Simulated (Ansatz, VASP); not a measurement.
# Sn4Te in VASP and in Ansatz

```xyz
5
Lattice="6.1661 0.0000 0.0000 0.0000 6.1661 0.0000 0.0000 0.0000 4.9690" Properties=species:S:1:pos:R:3 pbc="T T T"
Sn    4.6298    4.6298    0.0000
Sn    1.5363    1.5363    0.0000
Sn    4.6298    1.5363    0.0000
Sn    1.5363    4.6298    0.0000
Te    3.0831    3.0831    2.4845
```

Alike in both runs: functional PBE; k mesh 6 × 6 × 8; occupations gaussian, width 0.1 eV; no spin polarisation.

Ansatz relaxed the structure, and its values are those at the end. VASP's run is a single point on that final structure, the one shown.

|  | VASP | Ansatz |
| --- | --- | --- |
| version | VASP 6.6.1 | Ansatz 0.2.0 |
| potentials or method | VASP PAW PBE potentials, release 64 (Sn_d, Te), cutoff 520 eV | scalar-relativistic, plane waves, PAW |
| valence electrons in the cell | 62 | 72 |

|  | VASP | Ansatz | Ansatz less VASP |
| --- | --- | --- | --- |
| gap on the k mesh at the Fermi level (eV) | none | none | - |
| pressure (GPa) | -0.1 | 0.0 | +0.04 |
| rms of the force components (eV/Å) | 0.003 | 0.003 | -0.0003 |

A gap of «none» marks a metal or a gap that the smearing closes. With one functional, cell and mesh, what is left measures potentials, basis and numerics. VASP's potentials hold 62 valence electrons a cell and Ansatz's 72, so a difference there can come from the potentials and not from the codes.

Neither program's run includes spin-orbit coupling.
